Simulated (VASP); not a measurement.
# NaRh (Pnma) in VASP: a series of runs

NaRh is run at these levels: PBE; tasks: single point, relaxation of cell and atoms.

All numbers are computed with VASP 6.6.1; they aren't measurements. Logs are shortened: lines on timing, memory, paths and dates and some standing lists are left out, and cuts for length are marked.

**1. The cell of the first run**

It takes space group Pnma (No. 62, orthorhombic). The conventional cell has a = 10.927 Å, b = 2.750 Å, c = 5.271 Å, α = 90.00°, β = 90.00°, γ = 90.00°. Within 3.6 Å of Na (site symmetry m) lie 4 Na at 2.75 to 3.44 Å and 6 Rh at 2.95 to 3.15 Å. Rh (site symmetry m) has 4 Rh at 2.49 to 2.75 Å and 6 Na at 2.95 to 3.15 Å within 3.3 Å.

**2. Single point, PBE**

Input file INCAR:

```
PREC = Accurate
ENCUT = 520
EDIFF = 1E-6
ISMEAR = 0
SIGMA = 0.1
LREAL = False
LASPH = True
NELM = 100
ALGO = Fast
ISIF = 2
LWAVE = False
LCHARG = False
GGA = PE
NBANDS = 54
```

Input file KPOINTS:

```
regular mesh
0
Gamma
  2 6 4
```

Input file POSCAR:

```
NaRh
1.0
   10.9270693793      0.0000000000      0.0000000000
    0.0000000000      2.7495237360      0.0000000000
    0.0000000000      0.0000000000      5.2710962372
Na Rh
4 4
Direct
    0.1400770113      0.2500000000      0.0715687163
    0.8599229887      0.7500000000      0.9284312837
    0.3599229887      0.7500000000      0.5715687163
    0.6400770113      0.2500000000      0.4284312837
    0.9104671641      0.2500000000      0.4342467340
    0.0895328359      0.7500000000      0.5657532660
    0.5895328359      0.7500000000     -0.0657532660
    0.4104671641      0.2500000000      1.0657532660
```

Potentials or basis: VASP PAW PBE potentials, release 64 (Na_pv, Rh_pv).

Started as:

```
$ cat potpaw_PBE.64/Na_pv/POTCAR potpaw_PBE.64/Rh_pv/POTCAR > POTCAR
$ mpirun -np 1 vasp_std > vasp.out
```

OUTCAR:

```text
PREC = Accurate
   ENCUT = 520
   EDIFF = 1E-6
   ISMEAR = 0
   LREAL = False
   LASPH = True
   NELM = 100
   ISIF = 2
   GGA = PE

 ion  position               nearest neighbor table
   1  0.140  0.250  0.072-   8 2.95   6 3.00   6 3.00   6 3.05   6 3.05
   2  0.860  0.750  0.928-   7 2.95   5 3.00   5 3.00   5 3.05   5 3.05
   3  0.360  0.750  0.572-   6 2.95   8 3.00   8 3.00   8 3.05   8 3.05
   4  0.640  0.250  0.428-   5 2.95   7 3.00   7 3.00   7 3.05   7 3.05
   5  0.910  0.250  0.434-   6 2.49   6 2.49   4 2.95   2 3.00   2 3.00   2 3.05   2 3.05
   6  0.090  0.750  0.566-   5 2.49   5 2.49   3 2.95   1 3.00   1 3.00   1 3.05   1 3.05
   7  0.590  0.750  0.934-   8 2.49   8 2.49   2 2.95   4 3.00   4 3.00   4 3.05   4 3.05
   8  0.410  0.250  0.066-   7 2.49   7 2.49   1 2.95   3 3.00   3 3.00   3 3.05   3 3.05

  LATTYP: Found a simple orthorhombic cell.
 ALAT       =     2.7495237360
 B/A-ratio  =     1.9170942837
 C/A-ratio  =     3.9741680482

  Lattice vectors:

 A1 = (   0.0000000000,   2.7495237360,   0.0000000000)
 A2 = (   0.0000000000,   0.0000000000,   5.2710962372)
 A3 = (  10.9270693793,   0.0000000000,   0.0000000000)

Analysis of symmetry for initial positions (statically):
=====================================================================
 Subroutine PRICEL returns:
 Original cell was already a primitive cell.

 Routine SETGRP: Setting up the symmetry group for a
 simple orthorhombic supercell.

 Subroutine GETGRP returns: Found  8 space group operations
 (whereof  2 operations were pure point group operations)
 out of a pool of  8 trial point group operations.

The static configuration has the point symmetry S_2 .
 The point group associated with its full space group is D_2h.

Analysis of symmetry for dynamics (positions and initial velocities):
=====================================================================
 Subroutine PRICEL returns:
 Original cell was already a primitive cell.

 Routine SETGRP: Setting up the symmetry group for a
 simple orthorhombic supercell.

 Subroutine GETGRP returns: Found  8 space group operations
 (whereof  2 operations were pure point group operations)
 out of a pool of  8 trial point group operations.

The dynamic configuration has the point symmetry S_2 .
 The point group associated with its full space group is D_2h.

 Subroutine INISYM returns: Found  8 space group operations
[... 111 lines left out ...]
   NSW    =      0    number of steps for IOM
   IBRION =     -1    ionic relax: 0-MD 1-quasi-New 2-CG
   NFREE  =      0    steps in history (QN), initial steepest desc. (CG)
   ISIF   =      2    stress and relaxation
   ISYM   =      2    0-nonsym 1-usesym 2-fastsym
   POTIM  = 0.5000    time-step for ionic-motion
   TEBEG  =    0.0;   TEEND  =   0.0 temperature during run
   PSTRESS=    0.0 pullay stress
   NELECT =      88.0000    total number of electrons
   NUPDOWN=      -1.0000    fix difference up-down
   EMIN   =  10.00;   EMAX   =-10.00  energy-range for DOS
   EFERMI =   0.00;   METHOD = LEGACY
   ISMEAR =     0;   SIGMA  =   0.10  broadening in eV -4-tet -1-fermi 0-gaus
   EFERMI_NEDOS =   21; number of points for ismear=-14 and -15
   IALGO  =     68    algorithm
   IMIX   =      4    mixing-type and parameters
     AMIX     =   0.40;   BMIX     =  1.00
     AMIX_MAG =   1.60;   BMIX_MAG =  1.00
  volume/ion in A,a.u.               =      19.80       133.59
  Fermi-wavevector in a.u.,A,eV,Ry     =   1.345907  2.543395 24.646482  1.811465
  Thomas-Fermi vector in A             =   2.473782
   LORBIT       =      0    0 simple, 1 ext, 2 COOP (PROOUT), +10 PAW based schemes
   GGA     = PE    functional components
   LHFCALC =     F    Hartree Fock is set to
   AEXX    =    0.0000 exact exchange contribution
   IVDW    =     0    specifies the selected vdW correction
   LEPSILON=     F    determine dielectric tensor
   LRPA    =     F    only Hartree local field effects (RPA)
 non-spin polarized calculation
 RMM-DIIS sequential band-by-band and
 Gauss-broadening in eV      SIGMA  =   0.10
  energy-cutoff  :      520.00
  volume of cell :      158.37
 maximum number of plane-waves:      4296
 NGX is ok and might be reduce to    84
   NGX = 41   NGY = 11   NGZ = 19

 number of electron      88.0000009 magnetization

 Free energy of the ion-electron system (eV)
  ---------------------------------------------------
  ext. energy  EPLUGINS =         0.00000000
  ---------------------------------------------------
  free energy    TOTEN  =       -30.74851136 eV

  energy without entropy =      -30.69442393  energy(sigma->0) =      -30.72146765

 E-fermi :   3.9409     XC(G=0):  -9.9040

 val. band max:        3.9335497676   @ k =   0.0000   0.5000   0.2500
 cond. band min:       3.9435896145   @ k =   0.0000   0.5000   0.0000
 fundamental gap:      0.0100398469
 Fermi energy:         3.9408789954

 k-point     1 :       0.0000    0.0000    0.0000
  band No.  band energies     occupation
      1     -42.0436      2.00000
      2     -42.0432      2.00000
      3     -41.7680      2.00000
      4     -41.7679      2.00000
      5     -41.5828      2.00000
      6     -41.5827      2.00000
[... 1357 lines left out ...]
     53       9.2209      0.00000
     54       9.2209      0.00000

------------------------ aborting loop because EDIFF is reached ----------------------------------------

  FORCE on cell =-STRESS in cart. coord.  units (eV):
  Direction    XX          YY          ZZ          XY          YZ          ZX
  --------------------------------------------------------------------------------------
  -------------------------------------------------------------------------------------
  Total       -0.2255652     -0.1282542     -0.0394838      0.0000000     -0.0000000      0.0000000
  in kB       -2.2820263     -1.2975377     -0.3994541      0.0000000     -0.0000000      0.0000000
  external PRESSURE =      -1.3263394 kB  Pullay stress =       0.0000000 kB

 VOLUME and BASIS-vectors are now :
 -----------------------------------------------------------------------------
  energy-cutoff  :      520.00
  volume of cell :      158.37
      direct lattice vectors                 reciprocal lattice vectors
    10.927069379  0.000000000  0.000000000     0.091515846  0.000000000  0.000000000
     0.000000000  2.749523736  0.000000000     0.000000000  0.363699352  0.000000000
     0.000000000  0.000000000  5.271096237     0.000000000  0.000000000  0.189713857

 POSITION                                       TOTAL-FORCE (eV/Angst)
 -----------------------------------------------------------------------------------
      1.53063      0.68738      0.37725         0.000666      0.000000      0.003278
      9.39644      2.06214      4.89385        -0.000666     -0.000000     -0.003278
      3.93290      2.06214      3.01279        -0.000666     -0.000000      0.003278
      6.99417      0.68738      2.25830         0.000666     -0.000000     -0.003278
      9.94874      0.68738      2.28896         0.043287     -0.000000      0.008688
      0.97833      2.06214      2.98214        -0.043287      0.000000     -0.008688
      6.44187      2.06214      4.92450        -0.043287      0.000000      0.008688
      4.48520      0.68738      0.34659         0.043287     -0.000000     -0.008688
 -----------------------------------------------------------------------------------
    total drift:                                0.000000      0.000000      0.000000

  FREE ENERGIE OF THE ION-ELECTRON SYSTEM (eV)
  ---------------------------------------------------
  free  energy   TOTEN  =       -30.7485113645 eV

  energy  without entropy=      -30.6944239324  energy(sigma->0) =      -30.72146765
```

stdout:

```text
POSCAR found type information on POSCAR NaRh
 POSCAR found :  2 types and       8 ions
 scaLAPACK will be used
 LDA part: xc-table for (Slater+PW92), standard interpolation
 POSCAR, INCAR and KPOINTS ok, starting setup
 FFT: planning ... GRIDC
 FFT: planning ... GRID_SOFT
 FFT: planning ... GRID
 WAVECAR not read
 entering main loop
```

It took 1.9 min on 1 thread of AMD EPYC 9R45 (Zen 5), shared host; peak memory 0.28 GiB.

Results:

| Quantity | Value |
| --- | --- |
| Free energy | -30.7485 eV |
| Pressure | -0.1 GPa |
| Largest force | 0.044 eV/Å |
| Band gap on the k mesh | zero (bands 44 and 45 overlap by 0.43 eV) |

Forces on the atoms (eV/Å):
```
Na   0.001  0.000  0.003
Na  -0.001  0.000 -0.003
Na  -0.001  0.000  0.003
Na   0.001  0.000 -0.003
Rh   0.043  0.000  0.009
Rh  -0.043  0.000 -0.009
Rh  -0.043  0.000  0.009
Rh   0.043  0.000 -0.009
```

Stress tensor (GPa, compression positive):
```
-0.23  0.00  0.00
 0.00 -0.13  0.00
 0.00  0.00 -0.04
```

Caveat: the k points lie up to 0.38 Å⁻¹ apart.

**3. Relaxation of cell and atoms, PBE**

This run uses another cell than the first one, of 17.45 Å³/atom.

Input file INCAR:

```
SYSTEM = NaRh
PREC = Accurate
ENCUT = 600
EDIFF = 1E-6
ISMEAR = 0
SIGMA = 0.1
LREAL = .FALSE.
LASPH = .TRUE.
NELM = 60
ALGO = Fast
ISIF = 3
LWAVE = .FALSE.
LCHARG = .FALSE.
GGA = PE
IBRION = 2
NSW = 90
EDIFFG = -0.04
```

Input file KPOINTS:

```
regular mesh
0
G
  2 6 4
  0 0 0
```

Input file POSCAR:

```
NaRh
1.0
    9.8968038974      0.0000000000      0.0000000000
    0.0000000000      3.4600894852      0.0000000000
    0.0000000000      0.0000000000      4.0762698045
Na Rh
4 4
Direct
    0.1210000000      0.2500000000      0.1060000000
    0.8790000000      0.7500000000      0.8940000000
    0.3790000000      0.7500000000      0.6060000000
    0.6210000000      0.2500000000      0.3940000000
    0.8520000000      0.2500000000      0.5030000000
    0.1480000000      0.7500000000      0.4970000000
    0.6480000000      0.7500000000      0.0030000000
    0.3520000000      0.2500000000      0.9970000000
```

Potentials or basis: VASP PAW PBE potentials, release 64 (Na_pv, Rh_pv).

Started as:

```
$ cat potpaw_PBE.64/Na_pv/POTCAR potpaw_PBE.64/Rh_pv/POTCAR > POTCAR
$ mpirun -np 1 vasp_std > vasp.out
```

It took 52 min on 1 thread of AMD EPYC 9R45 (Zen 5), shared host; peak memory 0.36 GiB.

It converged, with:

- Free energy: -30.6938 eV
- Relaxed volume: 19.80 Å³/atom
- Relaxed cell: a = 11.011 Å, b = 2.760 Å, c = 5.213 Å, α = 90.00°, β = 90.00°, γ = 90.00°
- Space group after relaxing (to 0.1 Å): Pnma (No. 62)
- Energy gained by relaxing: 1000.4 meV/atom
- Ionic steps: 29
- Pressure after relaxing: -0.1 GPa
- Largest force after relaxing: 0.039 eV/Å
- Band gap on the k mesh: zero (bands 44 and 45 overlap by 0.46 eV)

Forces on the atoms (eV/Å):
```
Na  -0.011  0.000  0.037
Na   0.011  0.000 -0.037
Na   0.011  0.000  0.037
Na  -0.011  0.000 -0.037
Rh   0.020  0.000 -0.023
Rh  -0.020  0.000  0.023
Rh  -0.020  0.000 -0.023
Rh   0.020  0.000  0.023
```

Stress tensor (GPa, compression positive):
```
-0.12  0.00  0.00
 0.00 -0.09  0.00
 0.00  0.00 -0.19
```

Step by step:
```
step  energy change (eV)  largest force (eV/Å)  pressure (GPa)  volume (Å³)
   1              0.0000                3.2437           10.81       139.59
   2             -2.5948                1.0255           -2.98       164.74
   3             -2.6584                0.8547           -4.22       169.84
   4             -3.3480                0.9366           -3.50       159.52
   5             -4.2476                1.6650            6.18       130.39
   6             -4.2867                1.2992            0.84       140.15
   7             -4.3383                1.4094            2.43       136.54
   8             -4.7609                1.5312            4.01       133.60
   9             -4.9851                1.9952           14.41       125.04
  10             -5.1301                1.5319            7.90       129.19
  11             -5.8935                1.4584            6.08       133.50
  12             -6.4021                2.4344            7.49       144.96
  13             -6.5763                1.3561            5.70       140.59
  14             -7.1230                1.0241            0.05       149.41
  15             -7.2556                1.0284           -3.63       157.89
  16             -7.5835                0.8179           -2.74       157.42
  17             -7.8334                0.4706           -0.91       156.53
  18             -7.8609                0.3194            0.14       156.02
  19             -7.9332                0.2501            0.35       156.31
  20             -7.9621                0.3369            0.75       156.59
  21             -7.9757                0.2020           -0.93       159.14
  22             -7.9791                0.1190           -0.44       158.34
  23             -7.9887                0.0902           -0.23       157.73
  24             -7.9959                0.0772            0.20       156.58
  25             -7.9995                0.0653            0.23       157.15
  26             -8.0002                0.0654            0.21       157.52
  27             -8.0018                0.0504           -0.28       158.63
  28             -8.0019                0.0522           -0.20       158.49
  29             -8.0034                0.0389           -0.13       158.42
```

Final structure:
```yaml
crystal:
  lattice:
    - [11.01093, 0.00000, 0.00000]
    - [0.00000, 2.76017, 0.00000]
    - [0.00000, 0.00000, 5.21255]
  atoms:
    - { symbol: Na, position: [0.14069, 0.25000, 0.04631] }
    - { symbol: Na, position: [0.85931, 0.75000, 0.95369] }
    - { symbol: Na, position: [0.35931, 0.75000, 0.54631] }
    - { symbol: Na, position: [0.64069, 0.25000, 0.45369] }
    - { symbol: Rh, position: [0.90872, 0.25000, 0.45634] }
    - { symbol: Rh, position: [0.09128, 0.75000, 0.54366] }
    - { symbol: Rh, position: [0.59128, 0.75000, 0.95634] }
    - { symbol: Rh, position: [0.40872, 0.25000, 0.04366] }
```

Levels at points of the mesh, in eV from the Fermi level:
| k point | band 42 | band 43 | band 44 | band 45 | band 46 | band 47 |
| --- | --- | --- | --- | --- | --- | --- |
| (0.00, 0.00, 0.00) | -0.37 | -0.30 | 0.29 | 0.30 | 1.09 | 1.12 |
| (0.50, 0.00, 0.00) | -0.37 | -0.37 | -0.37 | 0.30 | 0.30 | 1.10 |
| (0.00, 0.50, 0.00) | -0.40 | 0.00 | 0.00 | 2.33 | 2.33 | 2.79 |
| (0.50, 0.50, 0.00) | -0.28 | -0.28 | -0.28 | 2.61 | 2.61 | 2.61 |
| (0.00, 0.00, 0.50) | -0.55 | -0.37 | -0.37 | 0.23 | 0.23 | 0.30 |
| (0.50, 0.00, 0.50) | -0.75 | -0.37 | -0.37 | 0.30 | 0.30 | 0.91 |
| (0.00, 0.50, 0.50) | -0.15 | -0.11 | -0.11 | 2.77 | 2.77 | 3.30 |
| (0.50, 0.50, 0.50) | -0.19 | -0.19 | -0.19 | 2.99 | 2.99 | 2.99 |

Caveat: the k points lie up to 0.38 Å⁻¹ apart in the final cell; a cell axis changed by over 15 % at a fixed basis, so the end point is rough.
